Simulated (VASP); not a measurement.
NaCl: single point with PBEsol

NaCl:

```
Cl Na
1.0
     0.00000    5.63862    5.63862
     5.63862    0.00000    5.63862
     5.63862    5.63862    0.00000
Cl Na
8 8
Direct
  0.73868 0.23786 0.26684
  0.25639 0.74828 0.74854
  0.22466 0.73712 0.27340
  0.75048 0.26019 0.75690
  0.25283 0.25951 0.73604
  0.75325 0.75527 0.24726
  0.23660 0.24449 0.26104
  0.75321 0.75119 0.74230
  0.00335 0.00694 0.00128
  0.50106 0.49191 0.49649
  0.99211 0.01141 0.49821
  0.49808 0.50304 0.99961
  0.96860 0.53612 0.00296
  0.48575 0.98161 0.50378
  0.52245 0.99185 0.99829
  0.00739 0.48086 0.49515
```

```json
{
 "Program": "VASP 6.6.1",
 "Task": "single point",
 "Functional": "PBEsol",
 "Potentials or basis": "VASP PAW PBE potentials, release 64 (Cl, Na_pv)",
 "Cutoff": "520 eV",
 "k mesh": "2 × 2 × 2, shifted",
 "Occupations": "fermi-dirac, width 0.05 eV",
 "Spin": "no spin polarisation",
 "Dipole correction": "no",
 "Further INCAR settings": "LREAL = Auto; ALGO = Normal; EDIFF = 1e-06; NBANDS = 70"
}
```

```json
{"Pressure": "-0.1 GPa", "Largest force": "0.568 eV/Å", "Band gap on the k mesh": "5.34 eV"}
```

Forces in eV/Å, atoms in the order of the input:
```
Cl  -0.024 -0.168  0.211
Cl   0.077 -0.071 -0.275
Cl  -0.144  0.013  0.489
Cl  -0.156 -0.050 -0.194
Cl   0.079  0.266 -0.247
Cl   0.055 -0.031 -0.148
Cl  -0.293 -0.117  0.177
Cl   0.170 -0.012 -0.115
Na   0.009  0.053  0.068
Na   0.133 -0.011 -0.018
Na  -0.089  0.070 -0.145
Na   0.101  0.054 -0.078
Na  -0.514  0.237 -0.045
Na   0.202  0.084  0.371
Na   0.122 -0.344 -0.114
Na   0.274  0.028  0.064
```

Stress tensor (GPa, compression positive):
```
-0.08  0.00 -0.03
 0.00 -0.24 -0.02
-0.03 -0.02  0.04
```

Levels at points of the mesh, in eV from the valence-band top:
```csv
k point,band 53,band 54,band 55,band 56,band 57,band 58,band 59,band 60
"(0.25, 0.25, 0.25)",-0.32,-0.27,-0.01,0.00,5.34,6.86,7.33,7.36
```

Run time: 7 min on 1 thread of Intel(R) Xeon(R) 6975P-C (Granite Rapids), on a shared host, peak memory 0.59 GiB.

Caveat: the PAW data sets were made with another functional, which shifts forces and pressure a little; a shifted mesh leaves out Γ, where band edges can lie. A k mesh can miss the band edges.
